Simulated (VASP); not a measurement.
# Na (P-1) in VASP: single point with PBE

Aim: the single point of Na with PBE.

Program: VASP 6.6.1. These are calculated values, not measurements. Logs are shortened: lines on timing, memory, paths and dates and some standing lists are left out, and cuts for length are marked.

## Step 1: The cell of the first run

The typed cell holds 1 atom: a = 3.940 Å, b = 3.843 Å, c = 4.063 Å, α = 136.00°, β = 118.71°, γ = 79.40°.

## Step 2: Single point, PBE

The input, INCAR:

```
SYSTEM = Na
ALGO = Fast ; EDIFF = 1E-7
ENCUT = 520 ; GGA = PE
ISIF = 2 ; ISMEAR = -1
LASPH = .TRUE. ; LCHARG = .FALSE.
LREAL = .FALSE. ; LWAVE = .FALSE.
NBANDS = 10 ; NELM = 80
PREC = Accurate ; SIGMA = 0.05
```

The input, KPOINTS:

```
k-points
0
G
  8 10 11
  0 0 0
```

The input, POSCAR:

```
Na
1.0
   -1.5505412800      1.9781490700      3.0338966400
    1.3625378200     -2.0499529700      2.9506977200
    1.6023380600      2.1017497500     -3.0853082600
Na
1
Direct
    0.0000000000      0.0000000000      0.0000000000
```

Potentials or basis: VASP PAW PBE potentials, release 64 (Na_pv).

Launch:

```bash
$ cat potpaw_PBE.64/Na_pv/POTCAR > POTCAR
$ mpirun -np 1 vasp_std > vasp.out
```

OUTCAR:

```text
SYSTEM = Na
   EDIFF = 1E-7
   ENCUT = 520
   GGA = PE
   ISIF = 2
   ISMEAR = -1
   LASPH = .TRUE.
   LREAL = .FALSE.
   NELM = 80
   PREC = Accurate

 ion  position               nearest neighbor table
   1  0.000  0.000  0.000-

  LATTYP: Found a triclinic cell.
 ALAT       =     6.9502363651
 B/A-ratio  =     0.5871097432
 C/A-ratio  =     2.0666924365
 COS(alpha) =     0.0017962733
 COS(beta)  =     0.4589049174
 COS(gamma) =     0.8848702639

  Lattice vectors:

 A1 = (   1.3107410400,  -6.1298517900,   3.0021093400)
 A2 = (  -0.0517967800,  -4.0798988200,   0.0514116200)
 A3 = (   8.5186207200,   0.0117825400,  11.5653571000)

Analysis of symmetry for initial positions (statically):
=====================================================================
 Subroutine PRICEL returns:
 Original cell was already a primitive cell.

 Routine SETGRP: Setting up the symmetry group for a
 triclinic supercell.

 Subroutine GETGRP returns: Found  2 space group operations
 (whereof  2 operations were pure point group operations)
 out of a pool of  2 trial point group operations.

The static configuration has the point symmetry S_2 .

Analysis of symmetry for dynamics (positions and initial velocities):
=====================================================================
 Subroutine PRICEL returns:
 Original cell was already a primitive cell.

 Routine SETGRP: Setting up the symmetry group for a
 triclinic supercell.

 Subroutine GETGRP returns: Found  2 space group operations
 (whereof  2 operations were pure point group operations)
 out of a pool of  2 trial point group operations.

The dynamic configuration has the point symmetry S_2 .

 Subroutine INISYM returns: Found  2 space group operations
 (whereof  2 operations are pure point group operations),
 and found     1 'primitive' translations

----------------------------------------------------------------------------------------

                                     Primitive cell

  volume of cell :      36.1314

  direct lattice vectors                    reciprocal lattice vectors
    -1.550541280  1.978149070  3.033896640     0.003407250  0.247205191  0.170168738
     1.362537820 -2.049952970  2.950697720     0.345397588 -0.002143019  0.177920507
     1.602338060  2.101749750 -3.085308260     0.333678528  0.241036400  0.013374352

  length of vectors
     3.939769134  3.842581622  4.062507394     0.300132329  0.388535446  0.411848005

  position of ions in fractional coordinates (direct lattice)
     0.000000000  0.000000000  0.000000000

  ion indices of the primitive-cell ions
   primitive index   ion index
                 1           1

----------------------------------------------------------------------------------------

 KPOINTS: k-points

Automatic generation of k-mesh.
 Grid dimensions read from file:
 generate k-points for:    8   10   11

 Generating k-lattice:

  Cartesian coordinates                     Fractional coordinates (reciprocal lattice)
     0.000425906  0.030900649  0.021271092     0.125000000  0.000000000 -0.000000000
     0.034539759 -0.000214302  0.017792051    -0.000000000  0.100000000  0.000000000
     0.030334412  0.021912400  0.001215850     0.000000000 -0.000000000  0.090909091

  Length of vectors
     0.037516541  0.038853545  0.037440728

  Shift w.r.t. Gamma in fractional coordinates (k-lattice)
     0.000000000  0.000000000  0.000000000

 Subroutine IBZKPT returns following result:
 ===========================================

 Found    442 irreducible k-points:

 Following reciprocal coordinates:
            Coordinates               Weight
  0.000000  0.000000  0.000000      1.000000
  0.125000  0.000000  0.000000      2.000000
  0.250000  0.000000  0.000000      2.000000
  0.375000 -0.000000  0.000000      2.000000
  0.500000  0.000000  0.000000      1.000000
 -0.000000  0.100000  0.000000      2.000000
[... 16 lines left out ...]
  0.125000  0.300000  0.000000      2.000000
  0.250000  0.300000  0.000000      2.000000
 [... further k-points ...]
   k-points           NKPTS =    442   k-points in BZ     NKDIM =    442   number of bands    NBANDS=     10
   number of dos      NEDOS =    301   number of ions     NIONS =      1
   total plane-waves  NPLWV =  27000
   dimension x,y,z NGX =    30 NGY =   30 NGZ =   30
   dimension x,y,z NGXF=    60 NGYF=   60 NGZF=   60
   ions per type =               1
   NGX,Y,Z   is equivalent  to a cutoff of  12.66, 12.98, 12.28 a.u.
   NGXF,Y,Z  is equivalent  to a cutoff of  25.32, 25.96, 24.55 a.u.
 SYSTEM =  Na
   PREC   = accura    normal or accurate (medium, high low for compatibility)
   ISTART =      0    job   : 0-new  1-cont  2-samecut
   ICHARG =      2    charge: 1-file 2-atom 10-const
   ISPIN  =      1    spin polarized calculation?
   LNONCOLLINEAR =      F non collinear calculations
   LSORBIT =      F    spin-orbit coupling
   LASPH  =      T    aspherical Exc in radial PAW
   ENCUT  =  520.0 eV  38.22 Ry    6.18 a.u.   7.33  7.14  7.55*2*pi/ulx,y,z
   NELM   =     80;   NELMIN=  2; NELMDL= -5     # of ELM steps
   EDIFF  = 0.1E-06   stopping-criterion for ELM
   LREAL  =      F    real-space projection
   EDIFFG = 0.1E-05   stopping-criterion for IOM
   NSW    =      0    number of steps for IOM
   IBRION =     -1    ionic relax: 0-MD 1-quasi-New 2-CG
   NFREE  =      0    steps in history (QN), initial steepest desc. (CG)
   ISIF   =      2    stress and relaxation
   ISYM   =      2    0-nonsym 1-usesym 2-fastsym
   POTIM  = 0.5000    time-step for ionic-motion
   TEBEG  =    0.0;   TEEND  =   0.0 temperature during run
   PSTRESS=    0.0 pullay stress
   NELECT =       7.0000    total number of electrons
   NUPDOWN=      -1.0000    fix difference up-down
   EMIN   =  10.00;   EMAX   =-10.00  energy-range for DOS
   EFERMI =   0.00;   METHOD = LEGACY
   ISMEAR =    -1;   SIGMA  =   0.05  broadening in eV -4-tet -1-fermi 0-gaus
   EFERMI_NEDOS =   21; number of points for ismear=-14 and -15
   IALGO  =     68    algorithm
   IMIX   =      4    mixing-type and parameters
     AMIX     =   0.40;   BMIX     =  1.00
     AMIX_MAG =   1.60;   BMIX_MAG =  1.00
  volume/ion in A,a.u.               =      36.13       243.83
  Fermi-wavevector in a.u.,A,eV,Ry     =   0.947282  1.790104 12.209098  0.897343
  Thomas-Fermi vector in A             =   2.075361
   LORBIT       =      0    0 simple, 1 ext, 2 COOP (PROOUT), +10 PAW based schemes
   GGA     = PE    functional components
   LHFCALC =     F    Hartree Fock is set to
   AEXX    =    0.0000 exact exchange contribution
   IVDW    =     0    specifies the selected vdW correction
   LEPSILON=     F    determine dielectric tensor
   LRPA    =     F    only Hartree local field effects (RPA)
 non-spin polarized calculation
 RMM-DIIS sequential band-by-band and
  energy-cutoff  :      520.00
  volume of cell :       36.13
 maximum number of plane-waves:       988
 NGX is ok and might be reduce to    30
   NGX = 15   NGY = 15   NGZ = 15

 number of electron       7.0000000 magnetization

 Free energy of the ion-electron system (eV)
  ---------------------------------------------------
  ext. energy  EPLUGINS =         0.00000000
  ---------------------------------------------------
  free energy    TOTEN  =        -1.19432119 eV

  energy without entropy =       -1.19093736  energy(sigma->0) =       -1.19262928

 E-fermi :   0.4488     XC(G=0):  -6.5612

 val. band max:        0.4455647032   @ k =  -0.3750   0.5000   0.4545
 cond. band min:       0.4544435158   @ k =   0.5000   0.2000   0.0909
 fundamental gap:      0.0088788126
 Fermi energy:         0.4488223292

 k-point     1 :       0.0000    0.0000    0.0000
  band No.  band energies     occupation
      1     -24.6454      2.00000
      2     -24.6441      2.00000
      3     -24.6327      2.00000
      4      -2.9146      2.00000
      5       8.9586      0.00000
      6       9.7447      0.00000
      7      10.3093      0.00000
      8      10.3117      0.00000
      9      12.5996      0.00000
     10      13.6548      0.00000

 k-point     2 :       0.1250    0.0000    0.0000
  band No.  band energies     occupation
      1     -24.6482      2.00000
      2     -24.6452      2.00000
      3     -24.6328      2.00000
      4      -2.6956      2.00000
      5       7.0522      0.00000
      6       8.7459      0.00000
      7      10.8582      0.00000
      8      11.2944      0.00000
      9      13.2299      0.00000
     10      15.2759      0.00000

 k-point     3 :       0.2500    0.0000    0.0000
  band No.  band energies     occupation
      1     -24.6567      2.00000
      2     -24.6460      2.00000
      3     -24.6333      2.00000
      4      -2.0443      2.00000
      5       4.5472      0.00000
      6       8.1923      0.00000
      7       9.9304      0.00000
      8      12.4299      0.00000
      9      15.3005      0.00000
     10      16.5809      0.00000

 k-point     4 :       0.3750   -0.0000    0.0000
  band No.  band energies     occupation
      1     -24.6653      2.00000
      2     -24.6467      2.00000
      3     -24.6338      2.00000
      4      -0.9758      2.00000
      5       2.3463      0.00000
      6       8.0464      0.00000
      7       8.9220      0.00000
      8      14.1047      0.00000
      9      15.7855      0.00000
     10      16.6917      0.00000
[... 222 lines left out ...]
 k-point    22 :      -0.0000    0.3000   -0.0000
  band No.  band energies     occupation
      1     -24.7391      2.00000
      2     -24.6432      2.00000
      3     -24.6362      2.00000
      4      -0.8372      2.00000
      5       7.4978      0.00000
      6       8.5162      0.00000
      7       9.4280      0.00000
      8      10.1358      0.00000
      9      11.2707      0.00000
     10      12.9946      0.00000

 k-point    23 :       0.1250    0.3000    0.0000
  band No.  band energies     occupation
      1     -24.7394      2.00000
      2     -24.6470      2.00000
      3     -24.6376      2.00000
      4      -0.2827      2.00000
      5       6.4786      0.00000
      6       7.2622      0.00000
      7       8.5199      0.00000
      8      10.5270      0.00000
      9      11.7027      0.00000
     10      12.3896      0.00000

 k-point    24 :       0.2500    0.3000    0.0000
  band No.  band energies     occupation
      1     -24.7393      2.00000
      2     -24.6505      2.00000
      3     -24.6395      2.00000
      4       0.6763      0.02092
      5       4.4644      0.00000
      6       6.5970      0.00000
      7       7.8389      0.00000
      8      10.5247      0.00000
      9      12.3910      0.00000
     10      13.3273      0.00000

 [... further k-points ...]

------------------------ aborting loop because EDIFF is reached ----------------------------------------

  FORCE on cell =-STRESS in cart. coord.  units (eV):
  Direction    XX          YY          ZZ          XY          YZ          ZX
  --------------------------------------------------------------------------------------
  -------------------------------------------------------------------------------------
  Total        1.0075940     -0.3797852     -0.1876730      0.0235228      0.0295593     -0.0348505
  in kB       44.6798417    -16.8408508     -8.3220016      1.0430735      1.3107496     -1.5453798
  external PRESSURE =       6.5056631 kB  Pullay stress =       0.0000000 kB

 VOLUME and BASIS-vectors are now :
 -----------------------------------------------------------------------------
  energy-cutoff  :      520.00
  volume of cell :       36.13
      direct lattice vectors                 reciprocal lattice vectors
    -1.550541280  1.978149070  3.033896640     0.003407250  0.247205191  0.170168738
     1.362537820 -2.049952970  2.950697720     0.345397588 -0.002143019  0.177920507
     1.602338060  2.101749750 -3.085308260     0.333678528  0.241036400  0.013374352

 POSITION                                       TOTAL-FORCE (eV/Angst)
 -----------------------------------------------------------------------------------
      0.00000      0.00000      0.00000        -0.000000     -0.000000      0.000000
 -----------------------------------------------------------------------------------
    total drift:                                0.000000     -0.000000      0.000000

  FREE ENERGIE OF THE ION-ELECTRON SYSTEM (eV)
  ---------------------------------------------------
  free  energy   TOTEN  =        -1.1943211913 eV

  energy  without entropy=       -1.1909373647  energy(sigma->0) =       -1.19262928
```

It took 2.8 min on 1 thread of Intel Xeon Platinum 8488C (Sapphire Rapids), shared host; peak memory 0.25 GiB.

Results:

```
Free energy            : -1.1943 eV
Pressure               : 0.7 GPa
Band gap on the k mesh : zero (an odd number of electrons rules out a gap without spin polarisation)
```

Caveat: the stress differs along the axes, from -2 to 4 GPa.
